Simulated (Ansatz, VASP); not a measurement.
## Sb: VASP beside Ansatz

File INCAR:

```
PREC = Accurate
ENCUT = 520
EDIFF = 1E-7
ISMEAR = -1
SIGMA = 0.03
LREAL = False
LASPH = True
NELM = 80
ALGO = Normal
ISIF = 2
LWAVE = False
LCHARG = False
GGA = PS
NBANDS = 8
```

File KPOINTS:

```
regular mesh
0
Gamma
  14 14 14
```

File POSCAR:

```
Sb
1.0
    0.0000000000      2.2972909123      2.2972909123
    2.2972909123      0.0000000000      2.2972909123
    2.2972909123      2.2972909123      0.0000000000
Sb
1
Direct
    0.0000000000      0.0000000000      0.0000000000
```

Input for Ansatz:

```yaml
crystal:
  lattice:
    - [0.0, 2.2972909123, 2.2972909123]
    - [2.2972909123, 0.0, 2.2972909123]
    - [2.2972909123, 2.2972909123, 0.0]
  atoms:
    - { symbol: Sb, position: [0.0, 0.0, 0.0] }
kpoints:
  mp_grid: { grid: [14, 14, 14] }
  band_path:
    path:
      - [0.0, 0.0, 0.0]
      - [0.5, 0.0, 0.5]
      - [0.625, 0.25, 0.625]
      - [0.375, 0.375, 0.75]
      - [0.0, 0.0, 0.0]
      - [0.5, 0.5, 0.5]
      - [0.5, 0.25, 0.75]
      - [0.5, 0.0, 0.5]
    npoints: 5
scf:
  occupations: { method: fermi_dirac, width: 0.03 }
hamiltonian:
  xc: pbesol
  pseudopotentials: { kind: all_electron, lapw: { basis_error: 0.00025 } }
output:
  forces: true
  stress: true
  eigenvalues: true
```

Change from the starting cell: volume scaled by 0.99.

Alike in both runs: task single point; functional PBEsol; k mesh 14 × 14 × 14; occupations fermi-dirac, width 0.03 eV; no spin polarisation.

|  | VASP | Ansatz |
| --- | --- | --- |
| version | VASP 6.6.1 | Ansatz 0.2.0 |
| potentials or method | VASP PAW PBE potentials, release 64 (Sb), cutoff 520 eV | all-electron LAPW, scalar-relativistic |

Ansatz gave:

```
pressure (GPa) : 6.0
```

What did VASP give for the same quantities?

Pressure (GPa): 6.1.

VASP's potentials were made for PBE, not for PBEsol. Ansatz ran all-electron here, and VASP with PAW potentials.

Neither program's run includes spin-orbit coupling.
